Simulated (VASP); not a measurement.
Runs of VASP 6.6.1 on B. The structure is that of space group P6/mmm (No. 191), or close to it. The cells are those of the table. 

```tsv
cell	gap on the mesh (eV)	pressure (GPa)
a = 1.754, b = 1.754, c = 3.744 Å, angles 90.0, 90.0, 120.0°, 1 atom	none	-12.9
a = 1.651, b = 1.651, c = 3.744 Å, angles 90.0, 90.0, 120.0°, 1 atom	none	(a)
a = 1.651, b = 1.651, c = 3.690 Å, angles 90.0, 90.0, 120.0°, 1 atom	none	(b)
a = 1.728, b = 1.728, c = 3.526 Å, angles 90.0, 90.0, 120.0°, 1 atom	none	-6.2
a = 1.677, b = 1.677, c = 3.581 Å, angles 90.0, 90.0, 120.0°, 1 atom	none	11.1
```

Alike in all rows: task single point; level PBEsol; potentials or basis VASP PAW PBE potentials, release 64 (B); no spin polarisation; k mesh 33 × 33 × 14; cutoff (eV) 520; smearing gaussian 0.15 eV.

Q: Fill in the values left out.

A: (a) 20.6; (b) 21.0.

Caveats: the PAW data sets were made with another functional, which shifts forces and pressure a little.

A gap of «none» marks levels without a gap at the run's occupations.
